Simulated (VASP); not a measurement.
# SrVO3 (Pm-3m) in VASP: further runs

Aim: see how the results for SrVO3 move with the level of theory and the settings. Levels: RPBE, LDA. Tasks: relaxation of cell and atoms, single point.

Program: VASP 6.6.1. These are calculated values, not measurements. Logs are shortened: lines on timing, memory, paths and dates and some standing lists are left out, and cuts for length are marked.

## Step 1: The cell of the first run

Symmetry: Pm-3m, No. 221, cubic system. Conventional cell: a = 3.841 Å, b = 3.841 Å, c = 3.841 Å, α = 90.00°, β = 90.00°, γ = 90.00°. Sr (site symmetry m-3m) has 12 O at 2.72 Å and 8 V at 3.33 Å within 3.6 Å. Within 2.5 Å of V (site symmetry m-3m) lie 6 O at 1.92 Å. O (site symmetry 4/mmm) has 2 V at 1.92 Å within 2.5 Å.

## Step 2: Relaxation of cell and atoms, RPBE, collinear spin, ferromagnetic start

Input file INCAR:

```
  ALGO = Normal
  EDIFF = 1E-6
  EDIFFG = -0.01
  ENCUT = 600
  GGA = RP
  IBRION = 2
  ISIF = 3
  ISMEAR = -1
  ISPIN = 2
  LASPH = T
  LCHARG = F
  LMAXMIX = 4
  LORBIT = 11
  LREAL = F
  LWAVE = F
  MAGMOM = 0 2 0 0 0
  NELM = 150
  NSW = 60
  PREC = Accurate
  SIGMA = 0.05
```

Input file KPOINTS:

```
k-points
0
Gamma
  7 7 7
```

Input file POSCAR:

```
SrVO3
1.0
    3.8409000000      0.0000000000      0.0000000000
    0.0000000000      3.8409000000      0.0000000000
    0.0000000000      0.0000000000      3.8409000000
Sr V O
1 1 3
Direct
    0.5000000000      0.5000000000      0.5000000000
    0.0000000000      0.0000000000      0.0000000000
    0.0000000000      0.0000000000      0.5000000000
    0.0000000000      0.5000000000      0.0000000000
    0.5000000000      0.0000000000      0.0000000000
```

Potentials or basis: VASP PAW PBE potentials, release 64 (Sr_sv, V_sv, O).

Command:

```
> cat potpaw_PBE.64/Sr_sv/POTCAR potpaw_PBE.64/V_sv/POTCAR potpaw_PBE.64/O/POTCAR > POTCAR
> mpirun -np 1 vasp_std > vasp.out
```

OUTCAR:

```text
EDIFF = 1E-6
   EDIFFG = -0.01
   ENCUT = 600
   GGA = RP
   IBRION = 2
   ISIF = 3
   ISMEAR = -1
   ISPIN = 2
   LASPH = T
   LORBIT = 11
   LREAL = F
   NELM = 150
   NSW = 60
   PREC = Accurate

 ion  position               nearest neighbor table
   1  0.500  0.500  0.500-   3 2.72   4 2.72   5 2.72   4 2.72   5 2.72   3 2.72   5 2.72   5 2.72
                             3 2.72   4 2.72   4 2.72   3 2.72   2 3.33   2 3.33   2 3.33   2 3.33
   2  0.000  0.000  0.000-   3 1.92   4 1.92   5 1.92   3 1.92   4 1.92   5 1.92   1 3.33   1 3.33
                             1 3.33   1 3.33   1 3.33   1 3.33   1 3.33   1 3.33
   3  0.000  0.000  0.500-   2 1.92   2 1.92   1 2.72   1 2.72   1 2.72   1 2.72
   4  0.000  0.500  0.000-   2 1.92   2 1.92   1 2.72   1 2.72   1 2.72   1 2.72
   5  0.500  0.000  0.000-   2 1.92   2 1.92   1 2.72   1 2.72   1 2.72   1 2.72

  LATTYP: Found a simple cubic cell.
 ALAT       =     3.8409000000

  Lattice vectors:

 A1 = (   3.8409000000,   0.0000000000,   0.0000000000)
 A2 = (   0.0000000000,   3.8409000000,   0.0000000000)
 A3 = (   0.0000000000,   0.0000000000,   3.8409000000)

Analysis of symmetry for initial positions (statically):
=====================================================================
 Subroutine PRICEL returns:
 Original cell was already a primitive cell.

 Routine SETGRP: Setting up the symmetry group for a
 simple cubic supercell.

 Subroutine GETGRP returns: Found 48 space group operations
 (whereof 48 operations were pure point group operations)
 out of a pool of 48 trial point group operations.

The static configuration has the point symmetry O_h .

Analysis of symmetry for dynamics (positions and initial velocities):
=====================================================================
 Subroutine PRICEL returns:
 Original cell was already a primitive cell.

 Routine SETGRP: Setting up the symmetry group for a
 simple cubic supercell.

 Subroutine GETGRP returns: Found 48 space group operations
 (whereof 48 operations were pure point group operations)
 out of a pool of 48 trial point group operations.

The dynamic configuration has the point symmetry O_h .

Analysis of structural, dynamic, and magnetic symmetry:
=====================================================================
 Subroutine PRICEL returns:
 Original cell was already a primitive cell.

 Routine SETGRP: Setting up the symmetry group for a
 simple cubic supercell.

 Subroutine GETGRP returns: Found 48 space group operations
 (whereof 48 operations were pure point group operations)
 out of a pool of 48 trial point group operations.

The overall configuration has the point symmetry O_h .

 Subroutine INISYM returns: Found 48 space group operations
 (whereof 48 operations are pure point group operations),
 and found     1 'primitive' translations

----------------------------------------------------------------------------------------

                                     Primitive cell

  volume of cell :      56.6629

  direct lattice vectors                    reciprocal lattice vectors
     3.840900000  0.000000000  0.000000000     0.260355646  0.000000000  0.000000000
     0.000000000  3.840900000  0.000000000     0.000000000  0.260355646  0.000000000
     0.000000000  0.000000000  3.840900000     0.000000000  0.000000000  0.260355646

  length of vectors
     3.840900000  3.840900000  3.840900000     0.260355646  0.260355646  0.260355646

  position of ions in fractional coordinates (direct lattice)
     0.500000000  0.500000000  0.500000000
     0.000000000  0.000000000  0.000000000
     0.000000000  0.000000000  0.500000000
     0.000000000  0.500000000  0.000000000
     0.500000000  0.000000000  0.000000000

  ion indices of the primitive-cell ions
   primitive index   ion index
                 1           1
                 2           2
                 3           3
                 4           4
                 5           5

----------------------------------------------------------------------------------------

 KPOINTS: k-points

Automatic generation of k-mesh.
 Grid dimensions read from file:
 generate k-points for:    7    7    7

 Generating k-lattice:

  Cartesian coordinates                     Fractional coordinates (reciprocal lattice)
     0.037193664  0.000000000  0.000000000     0.142857143  0.000000000  0.000000000
     0.000000000  0.037193664  0.000000000     0.000000000  0.142857143  0.000000000
     0.000000000  0.000000000  0.037193664     0.000000000  0.000000000  0.142857143

  Length of vectors
     0.037193664  0.037193664  0.037193664

  Shift w.r.t. Gamma in fractional coordinates (k-lattice)
     0.000000000  0.000000000  0.000000000

 Subroutine IBZKPT returns following result:
 ===========================================

 Found     20 irreducible k-points:

 Following reciprocal coordinates:
            Coordinates               Weight
  0.000000  0.000000  0.000000      1.000000
  0.142857  0.000000  0.000000      6.000000
  0.285714  0.000000  0.000000      6.000000
  0.428571  0.000000  0.000000      6.000000
  0.142857  0.142857  0.000000     12.000000
  0.285714  0.142857  0.000000     24.000000
[... 12 lines left out ...]
  0.428571  0.428571  0.285714     24.000000
  0.428571  0.428571  0.428571      8.000000
   k-points           NKPTS =     20   k-points in BZ     NKDIM =     20   number of bands    NBANDS=     25
   number of dos      NEDOS =    301   number of ions     NIONS =      5
   total plane-waves  NPLWV =  32768
   dimension x,y,z NGX =    32 NGY =   32 NGZ =   32
   dimension x,y,z NGXF=    64 NGYF=   64 NGZF=   64
   ions per type =               1   1   3
   NGX,Y,Z   is equivalent  to a cutoff of  13.85, 13.85, 13.85 a.u.
   NGXF,Y,Z  is equivalent  to a cutoff of  27.70, 27.70, 27.70 a.u.
 SYSTEM =  unknown system
   PREC   = accura    normal or accurate (medium, high low for compatibility)
   ISTART =      0    job   : 0-new  1-cont  2-samecut
   ICHARG =      2    charge: 1-file 2-atom 10-const
   ISPIN  =      2    spin polarized calculation?
   LNONCOLLINEAR =      F non collinear calculations
   LSORBIT =      F    spin-orbit coupling
   LASPH  =      T    aspherical Exc in radial PAW
   ENCUT  =  600.0 eV  44.10 Ry    6.64 a.u.   7.67  7.67  7.67*2*pi/ulx,y,z
   NELM   =    150;   NELMIN=  2; NELMDL= -5     # of ELM steps
   EDIFF  = 0.1E-05   stopping-criterion for ELM
   LREAL  =      F    real-space projection
   EDIFFG = -.1E-01   stopping-criterion for IOM
   NSW    =     60    number of steps for IOM
   IBRION =      2    ionic relax: 0-MD 1-quasi-New 2-CG
   NFREE  =      1    steps in history (QN), initial steepest desc. (CG)
   ISIF   =      3    stress and relaxation
   ISYM   =      2    0-nonsym 1-usesym 2-fastsym
   POTIM  = 0.5000    time-step for ionic-motion
   TEBEG  =    0.0;   TEEND  =   0.0 temperature during run
   PSTRESS=    0.0 pullay stress
   NELECT =      41.0000    total number of electrons
   NUPDOWN=      -1.0000    fix difference up-down
   EMIN   =  10.00;   EMAX   =-10.00  energy-range for DOS
   EFERMI =   0.00;   METHOD = LEGACY
   ISMEAR =    -1;   SIGMA  =   0.05  broadening in eV -4-tet -1-fermi 0-gaus
   EFERMI_NEDOS =   21; number of points for ismear=-14 and -15
   IALGO  =     38    algorithm
   IMIX   =      4    mixing-type and parameters
     AMIX     =   0.40;   BMIX     =  1.00
     AMIX_MAG =   1.60;   BMIX_MAG =  1.00
  volume/ion in A,a.u.               =      11.33        76.48
  Fermi-wavevector in a.u.,A,eV,Ry     =   1.469726  2.777380 29.389880  2.160095
  Thomas-Fermi vector in A             =   2.585069
   LORBIT       =     11    0 simple, 1 ext, 2 COOP (PROOUT), +10 PAW based schemes
   GGA     = RP    functional components
   LHFCALC =     F    Hartree Fock is set to
   AEXX    =    0.0000 exact exchange contribution
   IVDW    =     0    specifies the selected vdW correction
   LEPSILON=     F    determine dielectric tensor
   LRPA    =     F    only Hartree local field effects (RPA)
 conjugate gradient relaxation of ions
 spin polarized calculation
  energy-cutoff  :      600.00
  volume of cell :       56.66
 maximum number of plane-waves:      1907
 NGX is ok and might be reduce to    32
   NGX = 15   NGY = 15   NGZ = 15

--------------------------------------- Ionic step        1  -------------------------------------------

 number of electron      40.9999997 magnetization       0.0658754

 number of electron      40.9999997 magnetization      -0.0020488

 Free energy of the ion-electron system (eV)
  ---------------------------------------------------
  ext. energy  EPLUGINS =         0.00000000
  ---------------------------------------------------
  free energy    TOTEN  =       -37.13782206 eV

  energy without entropy =      -37.12599395  energy(sigma->0) =      -37.13190800

------------------------ aborting loop because EDIFF is reached ----------------------------------------

  FORCE on cell =-STRESS in cart. coord.  units (eV):
  Direction    XX          YY          ZZ          XY          YZ          ZX
  --------------------------------------------------------------------------------------
  -------------------------------------------------------------------------------------
  Total        2.8248630      2.8248630      2.8248630     -0.0000000     -0.0000000      0.0000000
  in kB       79.8746517     79.8746517     79.8746517     -0.0000000     -0.0000000      0.0000000
  external PRESSURE =      79.8746517 kB  Pullay stress =       0.0000000 kB
[... 63 lines left out ...]
  energy  without entropy=      -37.1467699612  energy(sigma->0) =      -37.15296497

--------------------------------------- Ionic step        3  -------------------------------------------

 number of electron      40.9999987 magnetization      -0.0000110

 Free energy of the ion-electron system (eV)
  ---------------------------------------------------
  ext. energy  EPLUGINS =         0.00000000
  ---------------------------------------------------
  free energy    TOTEN  =       -37.19874299 eV

  energy without entropy =      -37.18661662  energy(sigma->0) =      -37.19267981

 E-fermi :   5.9112     XC(G=0): -11.0990

 val. band max:        5.8764036941   @ k =   0.4286   0.1429   0.1429
 cond. band min:       6.2602731832   @ k =   0.2857   0.2857   0.0000
 fundamental gap:      0.3838694891
 Fermi energy:         5.9112122709

 spin component 1

 k-point     1 :       0.0000    0.0000    0.0000
  band No.  band energies     occupation
      1     -60.0427      1.00000
      2     -33.7803      1.00000
      3     -33.7803      1.00000
      4     -33.7803      1.00000
      5     -28.7040      1.00000
      6     -13.5936      1.00000
[... 549 lines left out ...]
     24      10.8917      0.00000
     25      10.8917      0.00000
 Fermi energy:         5.9112122709

 spin component 2

 k-point     1 :       0.0000    0.0000    0.0000
  band No.  band energies     occupation
      1     -60.0427      1.00000
      2     -33.7804      1.00000
      3     -33.7804      1.00000
      4     -33.7804      1.00000
      5     -28.7040      1.00000
      6     -13.5936      1.00000
[... 581 lines left out ...]
  FREE ENERGIE OF THE ION-ELECTRON SYSTEM (eV)
  ---------------------------------------------------
  free  energy   TOTEN  =       -37.1987429885 eV

  energy  without entropy=      -37.1866166249  energy(sigma->0) =      -37.19267981

 reached required accuracy - stopping structural energy minimisation

 total charge

# of ion       s       p       d       tot
------------------------------------------
    1        1.999   5.827   0.196   8.022
    2        2.268   6.315   2.893  11.476
    3        1.565   3.471   0.000   5.036
    4        1.565   3.471   0.000   5.036
    5        1.565   3.471   0.000   5.036
--------------------------------------------------
tot          8.962  22.556   3.089  34.607

 magnetization (x)

# of ion       s       p       d       tot
------------------------------------------
    1        0.000   0.000  -0.000   0.000
    2       -0.000  -0.000  -0.000  -0.000
    3        0.000   0.000   0.000   0.000
    4        0.000   0.000   0.000   0.000
    5        0.000   0.000   0.000   0.000
--------------------------------------------------
tot         -0.000   0.000  -0.000  -0.000
```

Wall time 4.2 min (1 thread of Intel Xeon 8259CL, shared host); peak memory 0.25 GiB.

What came out:

- Free energy: -37.1987 eV
- Relaxed volume: 11.84 Å³/atom
- Relaxed cell: a = 3.898 Å, b = 3.898 Å, c = 3.898 Å, α = 90.00°, β = 90.00°, γ = 90.00°
- Space group after relaxing (to 0.1 Å): Pm-3m (No. 221)
- Energy gained by relaxing: 12.2 meV/atom
- Ionic steps: 3
- Pressure after relaxing: 0.0 GPa
- Net moment: 0.00 μB per cell
- Valence electrons inside the program's atomic spheres: Sr 8.02; V 11.48; O 5.04

The path:
```csv
step,energy change (eV),largest force (eV/Å),pressure (GPa),volume (Å³)
1,0.0000,0.0000,7.99,56.66
2,-0.0213,0.0000,-5.49,61.42
3,-0.0609,0.0000,-0.01,59.22
```

Final structure:
```
CELL_PARAMETERS angstrom
3.89776 0.00000 0.00000
0.00000 3.89776 0.00000
0.00000 0.00000 3.89776
ATOMIC_POSITIONS crystal
Sr 0.50000 0.50000 0.50000
V 0.00000 0.00000 0.00000
O 0.00000 0.00000 0.50000
O 0.00000 0.50000 0.00000
O 0.50000 0.00000 0.00000
```

Caveat: the PAW data sets were made with another functional, which shifts forces and pressure a little; semilocal functionals often make such compounds metallic where correlation or magnetic order opens a gap, which also shifts bond lengths.

## Step 3: Single point, LDA, non-collinear spin, typed start, spin-orbit coupling

Input file INCAR:

```
  ALGO = Normal
  EDIFF = 1E-6
  ENCUT = 520
  GGA_COMPAT = F
  ISIF = 2
  ISMEAR = -1
  LASPH = T
  LCHARG = T
  LMAXMIX = 4
  LNONCOLLINEAR = T
  LORBIT = 11
  LORBMOM = T
  LREAL = F
  LSORBIT = T
  LVHAR = T
  LWAVE = F
  MAGMOM = 0 0 0 0 0 2 0 0 0 0 0 0 0 0 0
  NBANDS = 56
  NELM = 150
  PREC = Accurate
  SIGMA = 0.05
```

KPOINTS is that of step 2.

POSCAR is that of step 2.

Potentials or basis: VASP PAW LDA potentials, release 64 (Sr_sv, V_sv, O).

Command:

```
> cat potpaw_LDA.64/Sr_sv/POTCAR potpaw_LDA.64/V_sv/POTCAR potpaw_LDA.64/O/POTCAR > POTCAR
> mpirun -np 1 vasp_ncl > vasp.out
```

Run time: 11 min. Hardware: 1 thread of Intel Xeon 8259CL, shared host; peak memory 0.39 GiB.

It converged, with:

```
Free energy                                           : -43.7398 eV
Pressure                                              : -9.4 GPa
Net moment                                            : 0.00 μB per cell
Valence electrons inside the program's atomic spheres : Sr 8.04; V 11.62; O 5.01
```

Moments on the atoms (μB; x, y, z):
```
Sr  0.00 0.00 0.00
V   0.00 0.00 0.00
O   0.00 0.00 0.00
O   0.00 0.00 0.00
O   0.00 0.00 0.00
```

Caveat: the cell stands under tension.
